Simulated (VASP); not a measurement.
# SnSe (I4mm) in VASP: further runs

SnSe is run at these levels: PBEsol; tasks: single point.

Everything below comes from runs of VASP 6.6.1. Logs are shortened: lines on timing, memory, paths and dates and some standing lists are left out, and cuts for length are marked.

**1. The cell of the first run**

The structure is tetragonal, space group I4mm (No. 107). The conventional cell has a = 4.204 Å, b = 4.204 Å, c = 5.946 Å, α = 90.00°, β = 90.00°, γ = 90.00°. Sn (site symmetry 4mm) has 6 Se at 2.67 to 3.27 Å within 3.5 Å. Within 3.5 Å of Se (site symmetry 4mm) lie 6 Sn at 2.67 to 3.27 Å.

**2. Single point, PBEsol**

Contents of INCAR:

```
ALGO = Normal
EDIFF = 1E-6
ENCUT = 520
GGA = PS
ISIF = 2
ISMEAR = 0
LASPH = True
LCHARG = True
LELF = True
LREAL = False
LVHAR = True
LWAVE = False
NBANDS = 17
NELM = 80
PREC = Accurate
SIGMA = 0.05
```

Contents of KPOINTS:

```
k-points
0
Gamma
  8 8 8
```

Contents of POSCAR:

```
SnSe
1.0
    0.0000000000      2.9727546651      2.9727546651
    2.9727546651      0.0000000000      2.9727546651
    2.9727546651      2.9727546651      0.0000000000
Sn Se
1 1
Direct
    0.0000000000      0.0000000000      0.0000000000
    0.5504582506      0.5504582506      0.4495417494
```

Potentials or basis: VASP PAW PBE potentials, release 64 (Sn_d, Se).

On the command line:

```sh
cat potpaw_PBE.64/Sn_d/POTCAR potpaw_PBE.64/Se/POTCAR > POTCAR
mpirun -np 1 vasp_std > vasp.out
```

OUTCAR:

```text
EDIFF = 1E-6
   ENCUT = 520
   GGA = PS
   ISIF = 2
   ISMEAR = 0
   LASPH = True
   LREAL = False
   NELM = 80
   PREC = Accurate

 ion  position               nearest neighbor table
   1  0.000  0.000  0.000-   2 2.67   2 2.99   2 2.99   2 2.99   2 2.99   2 3.27
   2  0.550  0.550  0.450-   1 2.67   1 2.99   1 2.99   1 2.99   1 2.99   1 3.27

  LATTYP: Found a face centered cubic cell.
 ALAT       =     5.9455093302

  Lattice vectors:

 A1 = (   0.0000000000,   2.9727546651,   2.9727546651)
 A2 = (   2.9727546651,   0.0000000000,   2.9727546651)
 A3 = (   2.9727546651,   2.9727546651,   0.0000000000)

Analysis of symmetry for initial positions (statically):
=====================================================================
 Subroutine PRICEL returns:
 Original cell was already a primitive cell.

 Routine SETGRP: Setting up the symmetry group for a
 face centered cubic supercell.

 Subroutine GETGRP returns: Found  8 space group operations
 (whereof  8 operations were pure point group operations)
 out of a pool of 48 trial point group operations.

The static configuration has the point symmetry C_4v.

Analysis of symmetry for dynamics (positions and initial velocities):
=====================================================================
 Subroutine PRICEL returns:
 Original cell was already a primitive cell.

 Routine SETGRP: Setting up the symmetry group for a
 face centered cubic supercell.

 Subroutine GETGRP returns: Found  8 space group operations
 (whereof  8 operations were pure point group operations)
 out of a pool of 48 trial point group operations.

The dynamic configuration has the point symmetry C_4v.

 Subroutine INISYM returns: Found  8 space group operations
 (whereof  8 operations are pure point group operations),
 and found     1 'primitive' translations

----------------------------------------------------------------------------------------

                                     Primitive cell

  volume of cell :      52.5421

  direct lattice vectors                    reciprocal lattice vectors
     0.000000000  2.972754665  2.972754665    -0.168194169  0.168194169  0.168194169
     2.972754665  0.000000000  2.972754665     0.168194169 -0.168194169  0.168194169
     2.972754665  2.972754665  0.000000000     0.168194169  0.168194169 -0.168194169

  length of vectors
     4.204109965  4.204109965  4.204109965     0.291320846  0.291320846  0.291320846

[... 73 lines left out ...]
   ICHARG =      2    charge: 1-file 2-atom 10-const
   ISPIN  =      1    spin polarized calculation?
   LNONCOLLINEAR =      F non collinear calculations
   LSORBIT =      F    spin-orbit coupling
   LASPH  =      T    aspherical Exc in radial PAW
   ENCUT  =  520.0 eV  38.22 Ry    6.18 a.u.   7.82  7.82  7.82*2*pi/ulx,y,z
   NELM   =     80;   NELMIN=  2; NELMDL= -5     # of ELM steps
   EDIFF  = 0.1E-05   stopping-criterion for ELM
   LREAL  =      F    real-space projection
   EDIFFG = 0.1E-04   stopping-criterion for IOM
   NSW    =      0    number of steps for IOM
   IBRION =     -1    ionic relax: 0-MD 1-quasi-New 2-CG
   NFREE  =      0    steps in history (QN), initial steepest desc. (CG)
   ISIF   =      2    stress and relaxation
   ISYM   =      2    0-nonsym 1-usesym 2-fastsym
   POTIM  = 0.5000    time-step for ionic-motion
   TEBEG  =    0.0;   TEEND  =   0.0 temperature during run
   PSTRESS=    0.0 pullay stress
   NELECT =      20.0000    total number of electrons
   NUPDOWN=      -1.0000    fix difference up-down
   EMIN   =  10.00;   EMAX   =-10.00  energy-range for DOS
   EFERMI =   0.00;   METHOD = LEGACY
   ISMEAR =     0;   SIGMA  =   0.05  broadening in eV -4-tet -1-fermi 0-gaus
   EFERMI_NEDOS =   21; number of points for ismear=-14 and -15
   IALGO  =     38    algorithm
   IMIX   =      4    mixing-type and parameters
     AMIX     =   0.40;   BMIX     =  1.00
     AMIX_MAG =   1.60;   BMIX_MAG =  1.00
  volume/ion in A,a.u.               =      26.27       177.29
  Fermi-wavevector in a.u.,A,eV,Ry     =   1.186449  2.242064 19.152396  1.407661
  Thomas-Fermi vector in A             =   2.322622
   LORBIT       =      0    0 simple, 1 ext, 2 COOP (PROOUT), +10 PAW based schemes
   GGA     = PS    functional components
   LHFCALC =     F    Hartree Fock is set to
   AEXX    =    0.0000 exact exchange contribution
   IVDW    =     0    specifies the selected vdW correction
   LEPSILON=     F    determine dielectric tensor
   LRPA    =     F    only Hartree local field effects (RPA)
 non-spin polarized calculation
 Gauss-broadening in eV      SIGMA  =   0.05
  energy-cutoff  :      520.00
  volume of cell :       52.54
 maximum number of plane-waves:      1428
   NGX = 15   NGY = 15   NGZ = 15

 number of electron      20.0000007 magnetization

 Free energy of the ion-electron system (eV)
  ---------------------------------------------------
  ext. energy  EPLUGINS =         0.00000000
  ---------------------------------------------------
  free energy    TOTEN  =        -8.93777368 eV

  energy without entropy =       -8.93777368  energy(sigma->0) =       -8.93777368

 E-fermi :   5.9416     XC(G=0):  -9.9274

 val. band max:        5.7246222045   @ k =  -0.2500   0.1250   0.0000
 cond. band min:       6.5595185644   @ k =  -0.3750   0.1250   0.0000
 fundamental gap:      0.8348963599
 Fermi energy:         5.9416050072

 k-point     1 :       0.0000    0.0000    0.0000
  band No.  band energies     occupation
      1     -15.5742      2.00000
      2     -15.5741      2.00000
      3     -15.5706      2.00000
      4     -15.5595      2.00000
      5     -15.5595      2.00000
      6      -8.3880      2.00000
[... 457 lines left out ...]
      4     -15.5449      2.00000
      5     -15.5417      2.00000
      6      -7.2031      2.00000
[... 9 lines left out ...]
     16      16.4850      0.00000
     17      17.3117      0.00000

 [... further k-points ...]
[... 5 lines left out ...]
  --------------------------------------------------------------------------------------
  -------------------------------------------------------------------------------------
  Total        0.1479475      0.1479475      1.3116884      0.0000000      0.0000000      0.0000000
  in kB        4.5113978      4.5113978     39.9976107      0.0000000      0.0000000      0.0000000
  external PRESSURE =      16.3401354 kB  Pullay stress =       0.0000000 kB

 VOLUME and BASIS-vectors are now :
 -----------------------------------------------------------------------------
  energy-cutoff  :      520.00
  volume of cell :       52.54
      direct lattice vectors                 reciprocal lattice vectors
     0.000000000  2.972754665  2.972754665    -0.168194169  0.168194169  0.168194169
     2.972754665  0.000000000  2.972754665     0.168194169 -0.168194169  0.168194169
     2.972754665  2.972754665  0.000000000     0.168194169  0.168194169 -0.168194169

 POSITION                                       TOTAL-FORCE (eV/Angst)
 -----------------------------------------------------------------------------------
      0.00000      0.00000      0.00000         0.000000      0.000000      0.514248
      2.97275      2.97275      3.27275         0.000000      0.000000     -0.514248
 -----------------------------------------------------------------------------------
    total drift:                               -0.000000     -0.000000      0.000453

  FREE ENERGIE OF THE ION-ELECTRON SYSTEM (eV)
  ---------------------------------------------------
  free  energy   TOTEN  =        -8.9377736813 eV

  energy  without entropy=       -8.9377736813  energy(sigma->0) =       -8.93777368
```

OSZICAR:

```text
N       E                     dE             d eps       ncg     rms          rms(c)
DAV:   1     0.130249290211E+03    0.13025E+03   -0.98335E+03  2049   0.145E+03
DAV:   2     0.305401305805E+01   -0.12720E+03   -0.12324E+03  2152   0.345E+02
DAV:   3    -0.878805238503E+01   -0.11842E+02   -0.11756E+02  2463   0.919E+01
DAV:   4    -0.907576861393E+01   -0.28772E+00   -0.28752E+00  2457   0.153E+01
DAV:   5    -0.908405529313E+01   -0.82867E-02   -0.82864E-02  2919   0.251E+00    0.343E+00
DAV:   6    -0.894401441629E+01    0.14004E+00   -0.31649E-01  2996   0.387E+00    0.210E+00
DAV:   7    -0.893814898518E+01    0.58654E-02   -0.62293E-02  2430   0.131E+00    0.895E-01
DAV:   8    -0.893781244787E+01    0.33654E-03   -0.61215E-03  2592   0.657E-01    0.826E-02
DAV:   9    -0.893776492965E+01    0.47518E-04   -0.87007E-04  2825   0.241E-01    0.494E-02
DAV:  10    -0.893777181089E+01   -0.68812E-05   -0.99150E-05  2419   0.655E-02    0.956E-03
DAV:  11    -0.893777378833E+01   -0.19774E-05   -0.79523E-06  2725   0.239E-02    0.572E-03
DAV:  12    -0.893777368134E+01    0.10699E-06   -0.61475E-07  1380   0.696E-03
   1 F= -.89377737E+01 E0= -.89377737E+01  d E =-.292113E-11
```

stdout:

```text
POSCAR found type information on POSCAR SnSe
 POSCAR found :  2 types and       2 ions
 scaLAPACK will be used
 -----------------------------------------------------------------------------
|                                                                             |
|                                                                             |
|     You enforced a specific xc type in the INCAR file but a different       |
|     I HOPE YOU KNOW WHAT YOU ARE DOING!                                     |
|                                                                             |
 -----------------------------------------------------------------------------

 LDA part: xc-table for (Slater+PW92), standard interpolation
 POSCAR, INCAR and KPOINTS ok, starting setup
 FFT: planning ... GRIDC
 FFT: planning ... GRID_SOFT
 FFT: planning ... GRID
 WAVECAR not read
 entering main loop
```

Run time: 28 s. Hardware: 1 thread of AMD EPYC 9R45 (Zen 5), shared host; peak memory 0.18 GiB.

Results:

| Property | Result |
| --- | --- |
| Free energy | -8.9378 eV |
| Pressure | 1.6 GPa |
| Largest force | 0.514 eV/Å |
| Band gap on the k mesh | 0.83 eV, indirect (least direct gap 0.87 eV) |

Forces on the atoms (eV/Å):
```
Sn   0.000  0.000  0.514
Se   0.000  0.000 -0.514
```

Stress tensor (GPa, compression positive):
```
0.45 0.00 0.00
0.00 0.45 0.00
0.00 0.00 4.00
```

Levels at points of the mesh, in eV from the valence-band top:
| k point | band 6 | band 7 | band 8 | band 9 | band 10 | band 11 | band 12 | band 13 | band 14 | band 15 |
| --- | --- | --- | --- | --- | --- | --- | --- | --- | --- | --- |
| (0.00, 0.00, 0.00) | -14.11 | -4.78 | -2.38 | -2.10 | -2.10 | 3.92 | 3.92 | 4.77 | 5.94 | 6.52 |
| (0.50, 0.00, 0.00) | -13.10 | -8.12 | -2.25 | -1.97 | -0.12 | 1.01 | 1.40 | 1.82 | 8.15 | 10.32 |
| (0.50, 0.50, 0.00) | -12.72 | -6.89 | -4.64 | -3.71 | -3.71 | 2.94 | 5.72 | 5.72 | 6.50 | 10.73 |
| (0.00, 0.50, 0.50) | -12.80 | -5.98 | -5.64 | -3.62 | -3.60 | 2.39 | 5.99 | 6.16 | 6.28 | 10.63 |

Caveat: the cell differs from its parent crystal (all Se atoms moved -0.300 Å, as atom 2 towards its neighbour atom 1 (Sn) at 2.973 Å); the PAW data sets were made with another functional, which shifts forces and pressure a little; spin-orbit coupling is left out, which moves the levels of the heavy elements.

(Continued in part 2 of 2.)
